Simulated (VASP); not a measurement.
# Zr (P6_3/mmc) in VASP: notebook

Runs on Zr. Level: r2SCAN. Tasks: single point.

Everything below comes from runs of VASP 6.6.1. Logs are shortened: lines on timing, memory, paths and dates and some standing lists are left out, and cuts for length are marked.

## (1) The cell of the first run

Symmetry: P6_3/mmc, No. 194, hexagonal system. The conventional cell has a = 3.245 Å, b = 3.245 Å, c = 5.157 Å, α = 90.00°, β = 90.00°, γ = 120.00°. Within 4.2 Å of Zr (site symmetry -6m2) lie 12 Zr at 3.19 to 3.24 Å.

## (2) Single point, r2SCAN

File POSCAR:

```
Zr
1.0
    3.2445832200      0.0000000000      0.0000000000
   -1.6222916100      2.8098914932      0.0000000000
    0.0000000000      0.0000000000      5.1573641137
Zr
2
Direct
    0.3333333333      0.6666666667      0.2500000000
    0.6666666667      0.3333333333      0.7500000000
```

File INCAR.step1:

```
PREC = Accurate
ENCUT = 520
ISMEAR = 1
SIGMA = 0.3
LREAL = F
LASPH = T
NELM = 100
NBANDS = 19
GGA = PE
ALGO = Normal
EDIFF = 1E-4
LWAVE = T
LCHARG = F
```

File INCAR.step2:

```
PREC = Accurate
ENCUT = 520
EDIFF = 1E-6
ISMEAR = 1
SIGMA = 0.3
LREAL = F
LASPH = T
NELM = 100
ALGO = Normal
ISIF = 2
LWAVE = F
LCHARG = T
METAGGA = R2SCAN
LMIXTAU = T
LELF = T
LVHAR = T
NBANDS = 19
ISTART = 1
```

File KPOINTS:

```
regular mesh
0
Gamma
  11 11 6
```

Potentials or basis: VASP PAW PBE potentials, release 64 (Zr_sv).

Run with:

```
$ cat potpaw_PBE.64/Zr_sv/POTCAR > POTCAR
$ cp INCAR.step1 INCAR
$ mpirun -np 1 vasp_std > vasp.out
$ cp INCAR.step2 INCAR
$ mpirun -np 1 vasp_std > vasp.out
```

OUTCAR:

```text
PREC = Accurate
   ENCUT = 520
   EDIFF = 1E-6
   ISMEAR = 1
   LREAL = F
   LASPH = T
   NELM = 100
   ISIF = 2
   METAGGA = R2SCAN
   ISTART = 1

 ion  position               nearest neighbor table
   1  0.333  0.667  0.250-   2 3.19   2 3.19   2 3.19   2 3.19   2 3.19   2 3.19
   2  0.667  0.333  0.750-   1 3.19   1 3.19   1 3.19   1 3.19   1 3.19   1 3.19

  LATTYP: Found a hexagonal cell.
 ALAT       =     3.2445832200
 C/A-ratio  =     1.5895305387

  Lattice vectors:

 A1 = (   3.2445832200,   0.0000000000,   0.0000000000)
 A2 = (  -1.6222916100,   2.8098914932,   0.0000000000)
 A3 = (   0.0000000000,   0.0000000000,   5.1573641137)

Analysis of symmetry for initial positions (statically):
=====================================================================
 Subroutine PRICEL returns:
 Original cell was already a primitive cell.

 Routine SETGRP: Setting up the symmetry group for a
 hexagonal supercell.

 Subroutine GETGRP returns: Found 24 space group operations
 (whereof 12 operations were pure point group operations)
 out of a pool of 24 trial point group operations.

The static configuration has the point symmetry D_3d.
 The point group associated with its full space group is D_6h.

Analysis of symmetry for dynamics (positions and initial velocities):
=====================================================================
 Subroutine PRICEL returns:
 Original cell was already a primitive cell.

 Routine SETGRP: Setting up the symmetry group for a
 hexagonal supercell.

 Subroutine GETGRP returns: Found 24 space group operations
 (whereof 12 operations were pure point group operations)
 out of a pool of 24 trial point group operations.

The dynamic configuration has the point symmetry D_3d.
 The point group associated with its full space group is D_6h.

 Subroutine INISYM returns: Found 24 space group operations
 (whereof 12 operations are pure point group operations),
 and found     1 'primitive' translations

----------------------------------------------------------------------------------------

                                     Primitive cell

  volume of cell :      47.0193

  direct lattice vectors                    reciprocal lattice vectors
     3.244583220  0.000000000  0.000000000     0.308205995  0.177942814  0.000000000
    -1.622291610  2.809891493  0.000000000     0.000000000  0.355885628  0.000000000
     0.000000000  0.000000000  5.157364114     0.000000000  0.000000000  0.193897498

  length of vectors
     3.244583220  3.244583220  5.157364114     0.355885628  0.355885628  0.193897498

  position of ions in fractional coordinates (direct lattice)
     0.333333333  0.666666667  0.250000000
     0.666666667  0.333333333  0.750000000

  ion indices of the primitive-cell ions
   primitive index   ion index
                 1           1
                 2           2

----------------------------------------------------------------------------------------

 KPOINTS: regular mesh

Automatic generation of k-mesh.
 Grid dimensions read from file:
 generate k-points for:   11   11    6

 Generating k-lattice:

  Cartesian coordinates                     Fractional coordinates (reciprocal lattice)
     0.028018727  0.016176619  0.000000000     0.090909091  0.000000000  0.000000000
     0.000000000  0.032353239  0.000000000     0.000000000  0.090909091  0.000000000
     0.000000000  0.000000000  0.032316250     0.000000000  0.000000000  0.166666667

  Length of vectors
     0.032353239  0.032353239  0.032316250

  Shift w.r.t. Gamma in fractional coordinates (k-lattice)
     0.000000000  0.000000000  0.000000000

 Subroutine IBZKPT returns following result:
 ===========================================

 Found     64 irreducible k-points:

 Following reciprocal coordinates:
            Coordinates               Weight
  0.000000  0.000000  0.000000      1.000000
  0.090909  0.000000  0.000000      6.000000
  0.181818  0.000000  0.000000      6.000000
  0.272727  0.000000  0.000000      6.000000
  0.363636  0.000000  0.000000      6.000000
  0.454545  0.000000  0.000000      6.000000
[... 16 lines left out ...]
  0.090909  0.090909  0.166667     12.000000
  0.181818  0.090909  0.166667     24.000000
 [... further k-points ...]
   k-points           NKPTS =     64   k-points in BZ     NKDIM =     64   number of bands    NBANDS=     19
   number of dos      NEDOS =    301   number of ions     NIONS =      2
   total plane-waves  NPLWV =  23040
   dimension x,y,z NGX =    24 NGY =   24 NGZ =   40
   dimension x,y,z NGXF=    48 NGYF=   48 NGZF=   80
   ions per type =               2
   NGX,Y,Z   is equivalent  to a cutoff of  12.30, 12.30, 12.89 a.u.
   NGXF,Y,Z  is equivalent  to a cutoff of  24.59, 24.59, 25.79 a.u.
 SYSTEM =  unknown system
   PREC   = accura    normal or accurate (medium, high low for compatibility)
   ISTART =      1    job   : 0-new  1-cont  2-samecut
   ICHARG =      0    charge: 1-file 2-atom 10-const
   ISPIN  =      1    spin polarized calculation?
   LNONCOLLINEAR =      F non collinear calculations
   LSORBIT =      F    spin-orbit coupling
   LASPH  =      T    aspherical Exc in radial PAW
   ENCUT  =  520.0 eV  38.22 Ry    6.18 a.u.   6.03  6.03  9.59*2*pi/ulx,y,z
   NELM   =    100;   NELMIN=  2; NELMDL=  0     # of ELM steps
   EDIFF  = 0.1E-05   stopping-criterion for ELM
   LREAL  =      F    real-space projection
   EDIFFG = 0.1E-04   stopping-criterion for IOM
   NSW    =      0    number of steps for IOM
   IBRION =     -1    ionic relax: 0-MD 1-quasi-New 2-CG
   NFREE  =      0    steps in history (QN), initial steepest desc. (CG)
   ISIF   =      2    stress and relaxation
   ISYM   =      2    0-nonsym 1-usesym 2-fastsym
   POTIM  = 0.5000    time-step for ionic-motion
   TEBEG  =    0.0;   TEEND  =   0.0 temperature during run
   PSTRESS=    0.0 pullay stress
   NELECT =      24.0000    total number of electrons
   NUPDOWN=      -1.0000    fix difference up-down
   EMIN   =  10.00;   EMAX   =-10.00  energy-range for DOS
   EFERMI =   0.00;   METHOD = LEGACY
   ISMEAR =     1;   SIGMA  =   0.30  broadening in eV -4-tet -1-fermi 0-gaus
   EFERMI_NEDOS =   21; number of points for ismear=-14 and -15
   IALGO  =     38    algorithm
   IMIX   =      4    mixing-type and parameters
     AMIX     =   0.40;   BMIX     =  1.00
     AMIX_MAG =   1.60;   BMIX_MAG =  1.00
  volume/ion in A,a.u.               =      23.51       158.65
  Fermi-wavevector in a.u.,A,eV,Ry     =   1.308338  2.472400 23.289736  1.711747
  Thomas-Fermi vector in A             =   2.439011
   LORBIT       =      0    0 simple, 1 ext, 2 COOP (PROOUT), +10 PAW based schemes
   METAGGA = R2SCAN    functional components
   LHFCALC =     F    Hartree Fock is set to
   AEXX    =    0.0000 exact exchange contribution
   IVDW    =     0    specifies the selected vdW correction
   LEPSILON=     F    determine dielectric tensor
   LRPA    =     F    only Hartree local field effects (RPA)
 non-spin polarized calculation
 Methfessel and Paxton  Order N= 1 SIGMA  =   0.30
  energy-cutoff  :      520.00
  volume of cell :       47.02
 maximum number of plane-waves:      1292
   NGX = 13   NGY = 13   NGZ = 19

 number of electron      24.0000001 magnetization

 Free energy of the ion-electron system (eV)
  ---------------------------------------------------
  ext. energy  EPLUGINS =         0.00000000
  ---------------------------------------------------
  free energy    TOTEN  =       -45.49683224 eV

  energy without entropy =      -45.50350957  energy(sigma->0) =      -45.49905801

 E-fermi :   8.9430     XC(G=0): -11.9016

 val. band max:        8.9189853996   @ k =   0.0909   0.0909   0.1667
 cond. band min:       8.9641314709   @ k =   0.0000   0.0000   0.5000
 fundamental gap:      0.0451460713
 Fermi energy:         8.9430137096

 k-point     1 :       0.0000    0.0000    0.0000
  band No.  band energies     occupation
      1     -41.6447      2.00000
      2     -41.4833      2.00000
      3     -19.4905      2.00000
      4     -18.5946      2.00000
      5     -18.5946      2.00000
      6     -18.4600      2.00000
[... 11 lines left out ...]
     18      11.2900     -0.00000
     19      13.6009     -0.00000

 k-point     2 :       0.0909    0.0000    0.0000
  band No.  band energies     occupation
      1     -41.6350      2.00000
      2     -41.4794      2.00000
      3     -19.4646      2.00000
      4     -18.6510      2.00000
      5     -18.6131      2.00000
      6     -18.5108      2.00000
[... 11 lines left out ...]
     18      11.0815     -0.00000
     19      13.7536     -0.00000

 k-point     3 :       0.1818    0.0000    0.0000
  band No.  band energies     occupation
      1     -41.6084      2.00000
      2     -41.4694      2.00000
      3     -19.3910      2.00000
      4     -18.8024      2.00000
      5     -18.6624      2.00000
      6     -18.6607      2.00000
[... 11 lines left out ...]
     18      11.4431     -0.00000
     19      14.0468     -0.00000

 k-point     4 :       0.2727    0.0000    0.0000
  band No.  band energies     occupation
      1     -41.5715      2.00000
      2     -41.4581      2.00000
      3     -19.2822      2.00000
      4     -19.0006      2.00000
      5     -18.8510      2.00000
      6     -18.7199      2.00000
[... 11 lines left out ...]
     18      12.3423     -0.00000
     19      14.2905     -0.00000

 k-point     5 :       0.3636    0.0000    0.0000
  band No.  band energies     occupation
      1     -41.5339      2.00000
      2     -41.4512      2.00000
      3     -19.1816      2.00000
      4     -19.1595      2.00000
      5     -19.0162      2.00000
      6     -18.7720      2.00000
[... 11 lines left out ...]
     18      13.3816     -0.00000
     19      14.4345     -0.00000
[... 334 lines left out ...]
      2     -41.4567      2.00000
      3     -19.2770      2.00000
      4     -19.0931      2.00000
      5     -18.9954      2.00000
      6     -18.7567      2.00000
[... 11 lines left out ...]
     18      13.1669     -0.00000
     19      14.2717     -0.00000

 k-point    22 :       0.4545    0.0000    0.1667
  band No.  band energies     occupation
      1     -41.5039      2.00000
      2     -41.4546      2.00000
      3     -19.3412      2.00000
      4     -19.1727      2.00000
      5     -18.9691      2.00000
      6     -18.7861      2.00000
[... 11 lines left out ...]
     18      14.3778     -0.00000
     19      14.4089     -0.00000

 k-point    23 :       0.0909    0.0909    0.1667
  band No.  band energies     occupation
      1     -41.6073      2.00000
      2     -41.4822      2.00000
      3     -19.3642      2.00000
      4     -18.7249      2.00000
      5     -18.6959      2.00000
      6     -18.6210      2.00000
[... 11 lines left out ...]
     18      11.5772     -0.00000
     19      13.8954     -0.00000

 k-point    24 :       0.1818    0.0909    0.1667
  band No.  band energies     occupation
      1     -41.5769      2.00000
      2     -41.4702      2.00000
      3     -19.2976      2.00000
      4     -18.8831      2.00000
      5     -18.8382      2.00000
      6     -18.6857      2.00000
[... 11 lines left out ...]
     18      12.1769     -0.00000
     19      14.0200     -0.00000

 [... further k-points ...]
[... 5 lines left out ...]
  --------------------------------------------------------------------------------------
  -------------------------------------------------------------------------------------
  Total        0.0107299      0.0107299     -0.0753123      0.0000000      0.0000000      0.0000000
  in kB        0.3656205      0.3656205     -2.5662589      0.0000000      0.0000000      0.0000000
  external PRESSURE =      -0.6116726 kB  Pullay stress =       0.0000000 kB

 VOLUME and BASIS-vectors are now :
 -----------------------------------------------------------------------------
  energy-cutoff  :      520.00
  volume of cell :       47.02
      direct lattice vectors                 reciprocal lattice vectors
     3.244583220  0.000000000  0.000000000     0.308205995  0.177942814  0.000000000
    -1.622291610  2.809891493  0.000000000     0.000000000  0.355885628  0.000000000
     0.000000000  0.000000000  5.157364114     0.000000000  0.000000000  0.193897498

 POSITION                                       TOTAL-FORCE (eV/Angst)
 -----------------------------------------------------------------------------------
     -0.00000      1.87326      1.28934        -0.000000     -0.000000      0.000000
      1.62229      0.93663      3.86802         0.000000      0.000000      0.000000
 -----------------------------------------------------------------------------------
    total drift:                               -0.000000      0.000000     -0.000000

  FREE ENERGIE OF THE ION-ELECTRON SYSTEM (eV)
  ---------------------------------------------------
  free  energy   TOTEN  =       -45.4968322354 eV

  energy  without entropy=      -45.5035095720  energy(sigma->0) =      -45.49905801
```

Run time: 5.4 min. Hardware: 1 thread of AMD EPYC 7R43 (Zen 3), shared host; peak memory 0.15 GiB.

What came out:

| Quantity | Value |
| --- | --- |
| Free energy | -45.4968 eV |
| Pressure | -0.1 GPa |
| Band gap on the k mesh | zero (band 12 reaches 9.91 eV, above the bottom of band 13 at 8.76 eV) |

Stress tensor (GPa, compression positive):
```
 0.04  0.00  0.00
 0.00  0.04  0.00
 0.00  0.00 -0.26
```

Caveat: the PAW data sets were made with another functional, which shifts forces and pressure a little.

## (3) Single point, r2SCAN

POSCAR is that of step 2.

File INCAR.step1:

```
PREC = Accurate ; ENCUT = 520
ISMEAR = 1 ; SIGMA = 0.6
LREAL = False ; LASPH = True
NELM = 80 ; NBANDS = 19
GGA = PE ; ALGO = Normal
EDIFF = 1E-4 ; LWAVE = True
LCHARG = False
```

File INCAR.step2:

```
PREC = Accurate ; ENCUT = 520
EDIFF = 1E-6 ; ISMEAR = 1
SIGMA = 0.6 ; LREAL = False
LASPH = True ; NELM = 80
ALGO = Normal ; ISIF = 2
LWAVE = False ; LCHARG = False
METAGGA = R2SCAN ; LMIXTAU = True
NBANDS = 19 ; ISTART = 1
```

File KPOINTS:

```
Automatic mesh
0
Gamma
  11 11 6
```

Potentials or basis: VASP PAW PBE potentials, release 64 (Zr_sv).

Run with:

```
$ cat potpaw_PBE.64/Zr_sv/POTCAR > POTCAR
$ cp INCAR.step1 INCAR
$ mpirun -np 1 vasp_std > vasp.out
$ cp INCAR.step2 INCAR
$ mpirun -np 1 vasp_std > vasp.out
```

Run time: 4.5 min. Hardware: 1 thread of AMD EPYC 7R43 (Zen 3), shared host; peak memory 0.15 GiB.

The run converged. Its results:

| Property | Result |
| --- | --- |
| Free energy | -45.4765 eV |
| Pressure | -0.2 GPa |
| Band gap on the k mesh | zero (band 12 reaches 9.90 eV, above the bottom of band 13 at 8.76 eV) |

Stress tensor (GPa, compression positive):
```
-0.22  0.00  0.00
 0.00 -0.22  0.00
 0.00  0.00 -0.31
```

Levels at points of the mesh, in eV from the Fermi level:
| k point | band 9 | band 10 | band 11 | band 12 | band 13 | band 14 | band 15 | band 16 |
| --- | --- | --- | --- | --- | --- | --- | --- | --- |
| (0.00, 0.00, 0.00) | -5.95 | -3.13 | 1.02 | 1.02 | 1.06 | 1.20 | 1.76 | 1.76 |
| (0.00, 0.00, 0.50) | -4.16 | -4.16 | 0.08 | 0.08 | 0.93 | 0.93 | 0.93 | 0.93 |

Caveat: the PAW data sets were made with another functional, which shifts forces and pressure a little.

[end of part 1 of 2]
